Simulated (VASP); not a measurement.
# Y (P6_3/mmc) in VASP: further runs

Y is run at these levels: BLYP; tasks: single point, relaxation of cell and atoms.

All numbers are computed with VASP 6.6.1; they aren't measurements. Logs are shortened: lines on timing, memory, paths and dates and some standing lists are left out, and cuts for length are marked.

## 1. The cell of the first run

Symmetry: P6_3/mmc, No. 194, hexagonal system. The conventional cell has a = 3.636 Å, b = 3.636 Å, c = 5.670 Å, α = 90.00°, β = 90.00°, γ = 120.00°. Within 4.6 Å of Y (site symmetry -6m2) lie 12 Y at 3.53 to 3.64 Å.

## 2. Single point, BLYP (32.45 Å³/atom)

INCAR

```
AGGAC = 1.0
AGGAX = 1.0
ALDAC = 0.0
ALDAX = 1.0
ALGO = Normal
EDIFF = 1E-7
ENCUT = 520
GGA = B5
ISIF = 2
ISMEAR = -1
LASPH = T
LCHARG = F
LREAL = F
LWAVE = F
NBANDS = 18
NELM = 100
PREC = Accurate
SIGMA = 0.1
```

KPOINTS

```
k-points
0
Gamma
  16 16 9
```

POSCAR

```
Y
1.0
    3.6355031858      0.0000000000      0.0000000000
   -1.8177515929      3.1484381144      0.0000000000
    0.0000000000      0.0000000000      5.6704958757
Y
2
Direct
    0.3333333333      0.6666666667      0.2500000000
    0.6666666667      0.3333333333      0.7500000000
```

Potentials or basis: VASP PAW PBE potentials, release 64 (Y_sv).

The run is started by

```console
> cat potpaw_PBE.64/Y_sv/POTCAR > POTCAR
> mpirun -np 1 vasp_std > vasp.out
```

OUTCAR:

```text
EDIFF = 1E-7
   ENCUT = 520
   GGA = B5
   ISIF = 2
   ISMEAR = -1
   LASPH = T
   LREAL = F
   NELM = 100
   PREC = Accurate

 ion  position               nearest neighbor table
   1  0.333  0.667  0.250-   2 3.53   2 3.53   2 3.53   2 3.53   2 3.53   2 3.53
   2  0.667  0.333  0.750-   1 3.53   1 3.53   1 3.53   1 3.53   1 3.53   1 3.53

  LATTYP: Found a hexagonal cell.
 ALAT       =     3.6355031858
 C/A-ratio  =     1.5597554412

  Lattice vectors:

 A1 = (   3.6355031858,   0.0000000000,   0.0000000000)
 A2 = (  -1.8177515929,   3.1484381144,   0.0000000000)
 A3 = (   0.0000000000,   0.0000000000,   5.6704958757)

Analysis of symmetry for initial positions (statically):
=====================================================================
 Subroutine PRICEL returns:
 Original cell was already a primitive cell.

 Routine SETGRP: Setting up the symmetry group for a
 hexagonal supercell.

 Subroutine GETGRP returns: Found 24 space group operations
 (whereof 12 operations were pure point group operations)
 out of a pool of 24 trial point group operations.

The static configuration has the point symmetry D_3d.
 The point group associated with its full space group is D_6h.

Analysis of symmetry for dynamics (positions and initial velocities):
=====================================================================
 Subroutine PRICEL returns:
 Original cell was already a primitive cell.

 Routine SETGRP: Setting up the symmetry group for a
 hexagonal supercell.

 Subroutine GETGRP returns: Found 24 space group operations
 (whereof 12 operations were pure point group operations)
 out of a pool of 24 trial point group operations.

The dynamic configuration has the point symmetry D_3d.
 The point group associated with its full space group is D_6h.

 Subroutine INISYM returns: Found 24 space group operations
 (whereof 12 operations are pure point group operations),
 and found     1 'primitive' translations

----------------------------------------------------------------------------------------

                                     Primitive cell

  volume of cell :      64.9054

  direct lattice vectors                    reciprocal lattice vectors
     3.635503186  0.000000000  0.000000000     0.275065087  0.158808902  0.000000000
    -1.817751593  3.148438114  0.000000000     0.000000000  0.317617804  0.000000000
     0.000000000  0.000000000  5.670495876     0.000000000  0.000000000  0.176351420

  length of vectors
     3.635503186  3.635503186  5.670495876     0.317617804  0.317617804  0.176351420

  position of ions in fractional coordinates (direct lattice)
     0.333333333  0.666666667  0.250000000
     0.666666667  0.333333333  0.750000000

  ion indices of the primitive-cell ions
   primitive index   ion index
                 1           1
                 2           2

----------------------------------------------------------------------------------------

 KPOINTS: k-points

Automatic generation of k-mesh.
 Grid dimensions read from file:
 generate k-points for:   16   16    9

 Generating k-lattice:

  Cartesian coordinates                     Fractional coordinates (reciprocal lattice)
     0.017191568  0.009925556  0.000000000     0.062500000  0.000000000  0.000000000
     0.000000000  0.019851113  0.000000000     0.000000000  0.062500000  0.000000000
     0.000000000  0.000000000  0.019594602     0.000000000  0.000000000  0.111111111

  Length of vectors
     0.019851113  0.019851113  0.019594602

  Shift w.r.t. Gamma in fractional coordinates (k-lattice)
     0.000000000  0.000000000  0.000000000

 Subroutine IBZKPT returns following result:
 ===========================================

 Found    150 irreducible k-points:

 Following reciprocal coordinates:
            Coordinates               Weight
  0.000000  0.000000  0.000000      1.000000
  0.062500 -0.000000  0.000000      6.000000
  0.125000 -0.000000  0.000000      6.000000
  0.187500 -0.000000  0.000000      6.000000
  0.250000 -0.000000  0.000000      6.000000
  0.312500  0.000000  0.000000      6.000000
[... 16 lines left out ...]
  0.187500  0.187500  0.000000      6.000000
  0.250000  0.187500  0.000000     12.000000
 [... further k-points ...]
   k-points           NKPTS =    150   k-points in BZ     NKDIM =    150   number of bands    NBANDS=     18
   number of dos      NEDOS =    301   number of ions     NIONS =      2
   total plane-waves  NPLWV =  32928
   dimension x,y,z NGX =    28 NGY =   28 NGZ =   42
   dimension x,y,z NGXF=    56 NGYF=   56 NGZF=   84
   ions per type =               2
   NGX,Y,Z   is equivalent  to a cutoff of  12.80, 12.80, 12.31 a.u.
   NGXF,Y,Z  is equivalent  to a cutoff of  25.61, 25.61, 24.63 a.u.
 SYSTEM =  unknown system
   PREC   = accura    normal or accurate (medium, high low for compatibility)
   ISTART =      0    job   : 0-new  1-cont  2-samecut
   ICHARG =      2    charge: 1-file 2-atom 10-const
   ISPIN  =      1    spin polarized calculation?
   LNONCOLLINEAR =      F non collinear calculations
   LSORBIT =      F    spin-orbit coupling
   LASPH  =      T    aspherical Exc in radial PAW
   ENCUT  =  520.0 eV  38.22 Ry    6.18 a.u.   6.76  6.76 10.54*2*pi/ulx,y,z
   NELM   =    100;   NELMIN=  2; NELMDL= -5     # of ELM steps
   EDIFF  = 0.1E-06   stopping-criterion for ELM
   LREAL  =      F    real-space projection
   EDIFFG = 0.1E-05   stopping-criterion for IOM
   NSW    =      0    number of steps for IOM
   IBRION =     -1    ionic relax: 0-MD 1-quasi-New 2-CG
   NFREE  =      0    steps in history (QN), initial steepest desc. (CG)
   ISIF   =      2    stress and relaxation
   ISYM   =      2    0-nonsym 1-usesym 2-fastsym
   POTIM  = 0.5000    time-step for ionic-motion
   TEBEG  =    0.0;   TEEND  =   0.0 temperature during run
   PSTRESS=    0.0 pullay stress
   NELECT =      22.0000    total number of electrons
   NUPDOWN=      -1.0000    fix difference up-down
   EMIN   =  10.00;   EMAX   =-10.00  energy-range for DOS
   EFERMI =   0.00;   METHOD = LEGACY
   ISMEAR =    -1;   SIGMA  =   0.10  broadening in eV -4-tet -1-fermi 0-gaus
   EFERMI_NEDOS =   21; number of points for ismear=-14 and -15
   IALGO  =     38    algorithm
   IMIX   =      4    mixing-type and parameters
     AMIX     =   0.40;   BMIX     =  1.00
     AMIX_MAG =   1.60;   BMIX_MAG =  1.00
  volume/ion in A,a.u.               =      32.45       219.00
  Fermi-wavevector in a.u.,A,eV,Ry     =   1.141446  2.157021 17.727026  1.302900
  Thomas-Fermi vector in A             =   2.278146
   LORBIT       =      0    0 simple, 1 ext, 2 COOP (PROOUT), +10 PAW based schemes
   GGA     = B5    functional components
   LHFCALC =     F    Hartree Fock is set to
   AEXX    =    0.0000 exact exchange contribution
   IVDW    =     0    specifies the selected vdW correction
   LEPSILON=     F    determine dielectric tensor
   LRPA    =     F    only Hartree local field effects (RPA)
 non-spin polarized calculation
  energy-cutoff  :      520.00
  volume of cell :       64.91
 maximum number of plane-waves:      1773
 NGX is ok and might be reduce to    28
   NGX = 13   NGY = 13   NGZ = 21

 number of electron      22.0000000 magnetization

 Free energy of the ion-electron system (eV)
  ---------------------------------------------------
  ext. energy  EPLUGINS =         0.00000000
  ---------------------------------------------------
  free energy    TOTEN  =       -10.96082159 eV

  energy without entropy =      -10.83831827  energy(sigma->0) =      -10.89956993

 E-fermi :   3.5404     XC(G=0):  -8.9557

 val. band max:        3.5359210465   @ k =   0.3750   0.0625   0.1111
 cond. band min:       3.5409251619   @ k =   0.1250   0.1250   0.3333
 fundamental gap:      0.0050041153
 Fermi energy:         3.5404362281

 k-point     1 :       0.0000    0.0000    0.0000
  band No.  band energies     occupation
      1     -39.1063      2.00000
      2     -39.0264      2.00000
      3     -19.4849      2.00000
      4     -18.9909      2.00000
      5     -18.9909      2.00000
      6     -18.8956      2.00000
[... 10 lines left out ...]
     17       6.1991      0.00000
     18       6.1991      0.00000

 k-point     2 :       0.0625   -0.0000    0.0000
  band No.  band energies     occupation
      1     -39.1042      2.00000
      2     -39.0257      2.00000
      3     -19.4777      2.00000
      4     -19.0053      2.00000
      5     -18.9959      2.00000
      6     -18.9109      2.00000
[... 10 lines left out ...]
     17       6.0887      0.00000
     18       6.1192      0.00000

 k-point     3 :       0.1250   -0.0000    0.0000
  band No.  band energies     occupation
      1     -39.0983      2.00000
      2     -39.0238      2.00000
      3     -19.4565      2.00000
      4     -19.0465      2.00000
      5     -19.0100      2.00000
      6     -18.9538      2.00000
[... 10 lines left out ...]
     17       5.9799      0.00000
     18       6.0943      0.00000

 k-point     4 :       0.1875   -0.0000    0.0000
  band No.  band energies     occupation
      1     -39.0892      2.00000
      2     -39.0212      2.00000
      3     -19.4231      2.00000
      4     -19.1084      2.00000
      5     -19.0302      2.00000
      6     -19.0164      2.00000
[... 375 lines left out ...]
      4     -19.2496      2.00000
      5     -19.2067      2.00000
      6     -19.1401      2.00000
[... 10 lines left out ...]
     17       8.4083      0.00000
     18       8.7590      0.00000

 k-point    23 :       0.1875    0.1875    0.0000
  band No.  band energies     occupation
      1     -39.0631      2.00000
      2     -39.0162      2.00000
      3     -19.3191      2.00000
      4     -19.2133      2.00000
      5     -19.2103      2.00000
      6     -19.0649      2.00000
[... 10 lines left out ...]
     17       7.2337      0.00000
     18       7.8767      0.00000

 k-point    24 :       0.2500    0.1875    0.0000
  band No.  band energies     occupation
      1     -39.0526      2.00000
      2     -39.0158      2.00000
      3     -19.2717      2.00000
      4     -19.2707      2.00000
      5     -19.2301      2.00000
      6     -19.1005      2.00000
[... 10 lines left out ...]
     17       7.7645      0.00000
     18       8.4766      0.00000

 [... further k-points ...]

------------------------ aborting loop because EDIFF is reached ----------------------------------------

  FORCE on cell =-STRESS in cart. coord.  units (eV):
  Direction    XX          YY          ZZ          XY          YZ          ZX
  --------------------------------------------------------------------------------------
  -------------------------------------------------------------------------------------
  Total        0.6460680      0.6460680      0.6663194      0.0000000      0.0000000      0.0000000
  in kB       15.9480694     15.9480694     16.4479700      0.0000000      0.0000000      0.0000000
  external PRESSURE =      16.1147029 kB  Pullay stress =       0.0000000 kB

 VOLUME and BASIS-vectors are now :
 -----------------------------------------------------------------------------
  energy-cutoff  :      520.00
  volume of cell :       64.91
      direct lattice vectors                 reciprocal lattice vectors
     3.635503186  0.000000000  0.000000000     0.275065087  0.158808902  0.000000000
    -1.817751593  3.148438114  0.000000000     0.000000000  0.317617804  0.000000000
     0.000000000  0.000000000  5.670495876     0.000000000  0.000000000  0.176351420

 POSITION                                       TOTAL-FORCE (eV/Angst)
 -----------------------------------------------------------------------------------
     -0.00000      2.09896      1.41762         0.000000      0.000000      0.000000
      1.81775      1.04948      4.25287         0.000000     -0.000000      0.000000
 -----------------------------------------------------------------------------------
    total drift:                               -0.000000      0.000000     -0.000000

  FREE ENERGIE OF THE ION-ELECTRON SYSTEM (eV)
  ---------------------------------------------------
  free  energy   TOTEN  =       -10.9608215911 eV

  energy  without entropy=      -10.8383182728  energy(sigma->0) =      -10.89956993
```

Run time: 85 s. Hardware: 1 thread of AMD EPYC 9R45 (Zen 5), shared host; peak memory 0.27 GiB.

Results:

* Free energy: -10.9608 eV
* Pressure: 1.6 GPa
* Band gap on the k mesh: zero (bands 11 and 12 overlap by 1.52 eV)

Levels at points of the mesh, in eV from the Fermi level:
```
           k point  band 7  band 8  band 9  band 10  band 11  band 12  band 13  band 14  band 15  band 16
(0.00, 0.00, 0.00)  -22.44  -22.40   -4.59    -1.85     1.12     1.66     1.66     2.01     2.27     2.27
(0.50, 0.00, 0.00)  -22.56  -22.49   -1.64    -1.20    -0.83    -0.01     1.36     1.43     2.09     4.87
```

Caveat: the PAW data sets were made with another functional, which shifts forces and pressure a little.

(Continued in part 2 of 3.)
